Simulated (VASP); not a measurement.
Set up this calculation in VASP 6.6.1, as the native input.

```yaml
Task: single point
Functional: PBE
Potentials_or_basis: VASP PAW PBE potentials, release 64 (Sr_sv, B)
Cutoff: 520 eV
k_mesh: 18 × 18 × 10
Occupations: gaussian, width 0.1 eV
Spin: no spin polarisation
Dipole_correction: no
Further_INCAR_settings: ALGO = Normal; EDIFF = 1e-06; NBANDS = 15
```

The structure of SrB2 lies in POSCAR:

```
SrB2
1.0
    3.3054580691      0.0000000000      0.0000000000
   -1.6527290345      2.8626106590      0.0000000000
    0.0000000000      0.0000000000      4.4167306786
Sr B
1 2
Direct
    0.0000000000      0.0000000000      0.0000000000
    0.3333333333      0.6666666667      0.5000000000
    0.6666666667      0.3333333333      0.5000000000
```

The cell was generated, and may not be a known phase.

One way to write it, as run:

INCAR

```
PREC = Accurate
ENCUT = 520
EDIFF = 1E-6
ISMEAR = 0
SIGMA = 0.1
LREAL = False
LASPH = True
NELM = 100
ALGO = Normal
ISIF = 2
LWAVE = False
LCHARG = True
GGA = PE
LELF = True
LVHAR = True
NBANDS = 15
```

KPOINTS

```
Automatic mesh
0
Gamma
  18 18 10
```

Potentials or basis: VASP PAW PBE potentials, release 64 (Sr_sv, B).

The run is started by

```sh
$ cat potpaw_PBE.64/Sr_sv/POTCAR potpaw_PBE.64/B/POTCAR > POTCAR
$ mpirun -np 1 vasp_std > vasp.out
```

It gave:

The pressure is 0.4 GPa and the band gap on the k mesh is zero (bands 8 and 9 overlap by 1.41 eV).

Run time: 2.1 min on 1 thread of Intel(R) Xeon(R) Platinum 8488C (Sapphire Rapids) (shared host), peak memory 0.28 GiB.
